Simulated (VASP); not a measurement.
Input of a VASP 6.6.1 run:

The input INCAR:

```
SYSTEM = Ir
ALGO     = Normal         ! electronic algorithm
EDIFF    = 1E-7           ! SCF threshold, eV
ENCUT    = 520            ! plane-wave cutoff, eV
GGA      = PS             ! functional
ISIF     = 2              ! what is computed and relaxed
ISMEAR   = 0              ! smearing method
LASPH    = .TRUE.         ! aspherical terms in the spheres
LCHARG   = .TRUE.         ! write CHGCAR
LELF     = .TRUE.         ! ELF
LREAL    = .FALSE.        ! projectors in reciprocal space
LVHAR    = .TRUE.       
LWAVE    = .FALSE.        ! write WAVECAR
NBANDS   = 10             ! bands
NELM     = 80             ! most SCF steps
PREC     = Accurate       ! precision mode
SIGMA    = 0.15           ! smearing width, eV
```

The input KPOINTS:

```
k-points
0
G
  22 22 22
  0 0 0
```

POSCAR

```
Ir
1.0
    0.0000000000      1.9197000000      2.0204842500
    1.9197000000      0.0000000000      2.0204842500
    1.9197000000      1.9197000000      0.0000000000
Ir
1
Direct
    0.0000000000      0.0000000000      0.0000000000
```

Potentials or basis: VASP PAW PBE potentials, release 64 (Ir).

Launch:

```bash
$ cat potpaw_PBE.64/Ir/POTCAR > POTCAR
$ mpirun -np 1 vasp_std > vasp.out
```

Task: What does it give for the band gap on the k mesh?

Result: Zero (an odd number of electrons rules out a gap without spin polarisation).

Task: Predict the pressure.

Result: -18.1 GPa.

Stress tensor (GPa, compression positive):
```
-12.51   0.00   0.00
  0.00 -12.51   0.00
  0.00   0.00 -29.34
```

Caveat: the cell differs from its parent crystal (strain +0.0525 x Voigt [0, 0, 1, 0, 0, 0]); the cell stands under tension; the PAW data sets were made with another functional, which shifts forces and pressure a little; spin-orbit coupling is left out, which moves the levels of the heavy elements.
